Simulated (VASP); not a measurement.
Bi2Te3:

```
Bi Te
1.0
     2.19300    1.26613   10.16567
    -2.19300    1.26613   10.16567
     0.00000   -2.53226   10.16567
Bi Te
2 3
Direct
  0.60000 0.60000 0.60000
  0.40000 0.40000 0.40000
  0.79050 0.79050 0.79050
  0.20950 0.20950 0.20950
  0.00000 0.00000 0.00000
```

- Program: VASP 6.6.1
- Task: relaxation of cell and atoms
- Functional: LDA
- Potentials or basis: VASP PAW LDA potentials, release 64 (Bi_d, Te)
- Cutoff: 600 eV
- k mesh: 7 × 7 × 7
- Occupations: fermi-dirac, width 0.05 eV
- Spin: no spin polarisation

At the start: pressure -1.6 GPa; volume 33.87 Å³/atom.

How do energy, volume and symmetry change on relaxing?

Over 15 steps the energy falls by 5.9 meV/atom and the volume is 32.74 Å³/atom (-3.3 %); space group R-3m (No. 166, to 0.1 Å) before and after.

Step by step:
```csv
step,energy change (eV),largest force (eV/Å),pressure (GPa),volume (Å³)
1,0.0000,0.1546,-1.64,169.36
2,-0.0126,0.2404,1.32,161.00
3,-0.0271,0.0678,-0.02,164.44
4,-0.0271,0.0729,0.00,164.34
5,-0.0279,0.0541,0.02,164.19
6,-0.0285,0.0368,0.04,163.93
7,-0.0285,0.0420,0.04,163.91
8,-0.0288,0.0384,-0.03,164.11
9,-0.0289,0.0355,-0.12,164.31
10,-0.0291,0.0270,-0.10,164.21
11,-0.0293,0.0277,0.01,163.91
12,-0.0294,0.0242,-0.02,163.88
13,-0.0295,0.0132,-0.02,163.81
14,-0.0296,0.0083,-0.04,163.66
15,-0.0296,0.0016,-0.01,163.70
```

Final structure:
```
Bi Te
1.0
     2.17859    1.25781    9.95672
    -2.17859    1.25781    9.95672
     0.00000   -2.51562    9.95672
Bi Te
2 3
Direct
  0.59969 0.59969 0.59969
  0.40031 0.40031 0.40031
  0.79125 0.79125 0.79125
  0.20875 0.20875 0.20875
  0.00000 0.00000 0.00000
```
